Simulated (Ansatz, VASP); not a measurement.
# Na in VASP and in Ansatz

```
Na
1.0
    -1.97311    1.97311    1.97311
     1.97311   -1.97311    1.97311
     1.97311    1.97311   -1.97311
Na
1
Direct
  0.00000 0.00000 0.00000
```

Alike in both runs: task single point; functional LDA; k mesh 18 × 18 × 18; occupations fermi-dirac, width 0.1 eV; no spin polarisation.

```csv
,VASP,Ansatz
version,VASP 6.6.1,Ansatz 0.2.0
potentials or method,"VASP PAW LDA potentials, release 64 (Na_pv), cutoff 520 eV","plane waves (420 eV) with PAW, scalar-relativistic"
valence electrons in the cell,7,9
```

|  | VASP | Ansatz | Ansatz less VASP |
| --- | --- | --- | --- |
| pressure (GPa) | 0.9 | 0.9 | +0.01 |

Ansatz warns that its potentials were made for another functional, while VASP's fit it. LDA's correlation is that of Perdew and Zunger in VASP and of Perdew and Wang (1992) in Ansatz. VASP's potentials hold 7 valence electrons a cell and Ansatz's 9, so a difference there can come from the potentials and not from the codes.
